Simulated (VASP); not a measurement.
# Bi (R-3m) in VASP: a run that goes wrong, beside a sound one

A flawed run on Bi and a sound one for comparison.

Everything below comes from runs of VASP 6.6.1. Logs are shortened: lines on timing, memory, paths and dates and some standing lists are left out, and cuts for length are marked.

**1. The cell of the first run**

It takes space group R-3m (No. 166, trigonal). Conventional cell: a = 4.535 Å, b = 4.535 Å, c = 11.814 Å, α = 90.00°, β = 90.00°, γ = 120.00°. Bi (site symmetry 3m) has 6 Bi at 3.06 to 3.52 Å within 4.0 Å.

**2. A run with an altered input**

Contents of INCAR:

```
SYSTEM = Bi
GGA = PS
LSORBIT = .True.
MAGMOM = 0 0 0 0 0 0
LORBIT = 11
ISMEAR = 1
SIGMA = 0.1
LWAVE = .False.
LCHARG = .False.
NBANDS = 60
PREC = Accurate
LASPH = .True.
LREAL = .False.
ALGO = Normal
EDIFF = 1E-6
NELM = 90
GGA_COMPAT = .False.
ENCUT = 280
KPAR = 8
IMIX = 1
AMIX = 2.5
BMIX = 1E-4
```

Contents of KPOINTS:

```
Automatic mesh
0
Gamma
  8 8 8
  0 0 0
```

Contents of KPOINTS_OPT:

```
path GLB1,BZGX,QFP1Z,LP
12
line-mode
reciprocal
 0.0000000000  0.0000000000  0.0000000000  G
 0.5000000000  0.0000000000  0.0000000000  L

 0.5000000000  0.0000000000  0.0000000000  L
 0.5000000000  0.2403434496 -0.2403434496  B1

 0.7596565504  0.5000000000  0.2403434496  B
 0.5000000000  0.5000000000  0.5000000000  Z

 0.5000000000  0.5000000000  0.5000000000  Z
 0.0000000000  0.0000000000  0.0000000000  G

 0.0000000000  0.0000000000  0.0000000000  G
 0.3701717248  0.0000000000 -0.3701717248  X

 0.6298282752  0.3701717248  0.0000000000  Q
 0.5000000000  0.5000000000  0.0000000000  F

 0.5000000000  0.5000000000  0.0000000000  F
 0.6298282752  0.6298282752  0.2403434496  P1

 0.6298282752  0.6298282752  0.2403434496  P1
 0.5000000000  0.5000000000  0.5000000000  Z

 0.5000000000  0.0000000000  0.0000000000  L
 0.7596565504  0.3701717248  0.3701717248  P
```

Contents of POSCAR:

```
Bi
1.0
    2.2675000000      1.3091417354      3.9380000000
   -2.2675000000      1.3091417354      3.9380000000
    0.0000000000     -2.6182834708      3.9380000000
Bi
2
Direct
    0.7660000000      0.7660000000      0.7660000000
    0.2340000000      0.2340000000      0.2340000000
```

Potentials or basis: VASP PAW PBE potentials, release 64 (Bi_d).

Launch:

```sh
cat potpaw_PBE.64/Bi_d/POTCAR > POTCAR
mpirun -np 8 vasp_ncl > vasp.out
```

OUTCAR:

```text
SYSTEM = Bi
   GGA = PS
   LSORBIT = .True.
   LORBIT = 11
   ISMEAR = 1
   PREC = Accurate
   LASPH = .True.
   LREAL = .False.
   EDIFF = 1E-6
   NELM = 90
[... 29 lines left out ...]
   LASPH  =      T    aspherical Exc in radial PAW
   ENCUT  =  280.0 eV  20.58 Ry    4.54 a.u.   6.45  6.45  6.45*2*pi/ulx,y,z
   NELM   =     90;   NELMIN=  2; NELMDL= -5     # of ELM steps
   EDIFF  = 0.1E-05   stopping-criterion for ELM
   LREAL  =      F    real-space projection
   EDIFFG = 0.1E-04   stopping-criterion for IOM
   NSW    =      0    number of steps for IOM
   IBRION =     -1    ionic relax: 0-MD 1-quasi-New 2-CG
   NFREE  =      0    steps in history (QN), initial steepest desc. (CG)
   ISIF   =      2    stress and relaxation
[... 72 lines left out ...]
tot          0.005  -0.001   0.005   0.009

 number of electron      30.0000272 magnetization      -0.0000000      0.0000000     -0.0000000

 number of electron      29.9999604 magnetization       0.0000000     -0.0000000      0.0000000

 Free energy of the ion-electron system (eV)
  ---------------------------------------------------
  ext. energy  EPLUGINS =         0.00000000
  ---------------------------------------------------
  free energy    TOTEN  =    -49435.96964161 eV

  energy without entropy =   -49435.97014423  energy(sigma->0) =   -49435.96980915
```

On the terminal:

```text
POSCAR found type information on POSCAR Bi
[... 66 lines left out ...]
 -----------------------------------------------------------------------------
```

Wall time 63 s (8 MPI ranks of AMD EPYC 7R13 (Zen 3), shared host).

The program failed during the run. The fault, put in on purpose: mixing far too strong (IMIX = 1; AMIX = 2.5; BMIX = 0.0001).

**3. Band structure, PBEsol, non-collinear spin, zero start, spin-orbit coupling**

Edit INCAR of step 2 so:

```diff
@@ -15,3 +15,3 @@
 EDIFF = 1E-6
-NELM = 90
+NELM = 200
 GGA_COMPAT = .False.
@@ -19,4 +19 @@
 KPAR = 8
-IMIX = 1
-AMIX = 2.5
-BMIX = 1E-4
```

KPOINTS is that of step 2.

KPOINTS_OPT is that of step 2.

POSCAR is that of step 2.

Potentials or basis: VASP PAW PBE potentials, release 64 (Bi_d).

Launch:

```sh
cat potpaw_PBE.64/Bi_d/POTCAR > POTCAR
mpirun -np 8 vasp_ncl > vasp.out
```

Wall time 68 s (8 MPI ranks of AMD EPYC 7R13 (Zen 3), shared host); peak memory 0.4 GiB.

It converged, with:

- Free energy: -10.2196 eV
- Largest force: 0.100 eV/Å
- Net moment: 0.00 μB per cell
- Valence electrons inside the program's atomic spheres: Bi 12.79

Forces on the atoms (eV/Å):
```
Bi   0.000  0.000 -0.100
Bi   0.000  0.000  0.100
```

Moments on the atoms (μB; x, y, z):
```
Bi  0.00 0.00 0.00
Bi  0.00 0.00 0.00
```

Caveat: the PAW data sets were made with another functional, which shifts forces and pressure a little.
